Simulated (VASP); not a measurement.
Here is a VASP 6.6.1 calculation.

File POSCAR:

```
AlGaN2
1.0
    2.9225649673      0.0000000000      0.0000000000
    0.0000000000      2.9225649673      0.0000000000
    0.0000000000      0.0000000000      4.1372295462
Al N Ga
1 2 1
Direct
    0.0000000000      0.0000000000      0.0000000000
    0.0000000000      0.0000000000      0.5000000000
    0.5000000000      0.5000000000      0.0000000000
    0.5000000000      0.5000000000      0.5000000000
```

INCAR.step1

```
PREC = Accurate
ENCUT = 520
ISMEAR = -1
SIGMA = 0.02
LREAL = F
LASPH = T
NELM = 100
NBANDS = 21
GGA = PE
ALGO = Normal
EDIFF = 1E-4
LWAVE = T
LCHARG = F
```

File INCAR.step2:

```
PREC = Accurate
ENCUT = 520
EDIFF = 1E-7
ISMEAR = -1
SIGMA = 0.02
LREAL = F
LASPH = T
NELM = 100
ALGO = Normal
ISIF = 2
LWAVE = F
LCHARG = F
METAGGA = R2SCAN
LMIXTAU = T
NBANDS = 21
ISTART = 1
```

Contents of KPOINTS:

```
regular mesh
0
Gamma
  8 8 6
```

Potentials or basis: VASP PAW PBE potentials, release 64 (Al, N, Ga_d).

Run with:

```sh
$ cat potpaw_PBE.64/Al/POTCAR potpaw_PBE.64/N/POTCAR potpaw_PBE.64/Ga_d/POTCAR > POTCAR
$ cp INCAR.step1 INCAR
$ mpirun -np 1 vasp_std > vasp.out
$ cp INCAR.step2 INCAR
$ mpirun -np 1 vasp_std > vasp.out
```

(1) Estimate the band gap on the k mesh.

(2) What does it give for the pressure?

## Answers

(1) 1.72 eV (least direct gap 2.92 eV).

(2) 0.4 GPa.

Caveat: the PAW data sets were made with another functional, which shifts forces and pressure a little.
